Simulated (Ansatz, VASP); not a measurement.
One calculation of Bi3O, two programs

```xyz
8
Lattice="4.0270 0.0000 0.0000 0.0000 4.0270 0.0000 0.0000 0.0000 12.8880" Properties=species:S:1:pos:R:3 pbc="T T T"
Bi    2.0135    0.0000   11.6302
Bi    0.0000    2.0135    1.2578
Bi    2.0135    0.0000    7.7623
Bi    0.0000    2.0135    9.3256
Bi    0.0000    2.0135    5.1257
Bi    2.0135    0.0000    3.5624
O     2.0135    2.0135    0.0000
O     0.0000    0.0000    0.0000
```

Alike in both runs: functional PBE; k mesh 8 × 8 × 4; occupations gaussian, width 0.1 eV; no spin polarisation.

Ansatz relaxed the structure, and its values are those at the end. VASP's run is a single point on that final structure, the one shown.

|  | VASP | Ansatz |
| --- | --- | --- |
| version | VASP 6.6.1 | Ansatz 0.2.0 |
| potentials or method | VASP PAW PBE potentials, release 64 (Bi_d, O), cutoff 520 eV | scalar-relativistic, plane waves, PAW |
| valence electrons in the cell | 102 | 102 |

VASP gave:

```
gap on the k mesh at the Fermi level (eV) : none
pressure (GPa)                            : 0.0
rms of the force components (eV/Å)        : 0.010
```

Q: What did Ansatz give for the same quantities?

A: gap on the k mesh at the Fermi level (eV): none; pressure (GPa): 0.0; rms of the force components (eV/Å): 0.001.

A gap of «none» marks a metal or a gap that the smearing closes. The functional is the same, so the differences come from potentials, cutoffs and numerics.

Neither program's run includes spin-orbit coupling.
